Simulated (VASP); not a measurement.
**Bi2Te3: single point with PBE**

Bi2Te3:

```
CELL_PARAMETERS angstrom
2.19573 1.26770 10.45354
-2.19573 1.26770 10.45354
0.00000 -2.53541 10.45354
ATOMIC_POSITIONS crystal
Bi 0.39836 0.39836 0.39836
Bi 0.60164 0.60164 0.60164
Te 0.21359 0.21359 0.21359
Te 0.78641 0.78641 0.78641
Te 0.00000 0.00000 0.00000
```

```yaml
Program: VASP 6.6.1
Task: single point
Functional: PBE
Potentials_or_basis: VASP PAW PBE potentials, release 64 (Bi_d, Te)
Cutoff: 520 eV
k_mesh: 8 × 8 × 8
Occupations: gaussian, width 0.01 eV
Spin: no spin polarisation
```

```
Pressure               : 1.6 GPa
Largest force          : 0.176 eV/Å
Band gap on the k mesh : 0.43 eV, direct
```

Forces in eV/Å, atoms in the order of the input:
```
Bi   0.000  0.000 -0.069
Bi   0.000  0.000  0.069
Te   0.000  0.000 -0.176
Te   0.000  0.000  0.176
Te   0.000  0.000  0.000
```

Stress tensor (GPa, compression positive):
```
1.64 0.00 0.00
0.00 1.64 0.00
0.00 0.00 1.46
```

Levels at points of the mesh, in eV from the valence-band top:
```csv
k point,band 21,band 22,band 23,band 24,band 25,band 26,band 27,band 28
"(0.00, 0.00, 0.00)",-1.48,-0.74,-0.74,0.00,0.43,0.93,0.93,2.00
"(0.50, 0.00, 0.00)",-2.64,-2.01,-0.84,-0.53,0.76,1.44,2.71,2.91
"(0.50, 0.50, 0.00)",-1.75,-1.70,-1.22,-0.98,1.18,1.47,2.12,2.79
"(0.50, 0.50, 0.50)",-1.32,-0.91,-0.91,-0.31,0.77,1.23,1.23,1.87
```

It took 12 min on 1 thread of Intel(R) Xeon(R) 6975P-C (Granite Rapids), on a shared host, peak memory 1.1 GiB.

Caveat: spin-orbit coupling is left out, which moves the levels of the heavy elements. A k mesh can miss the band edges.
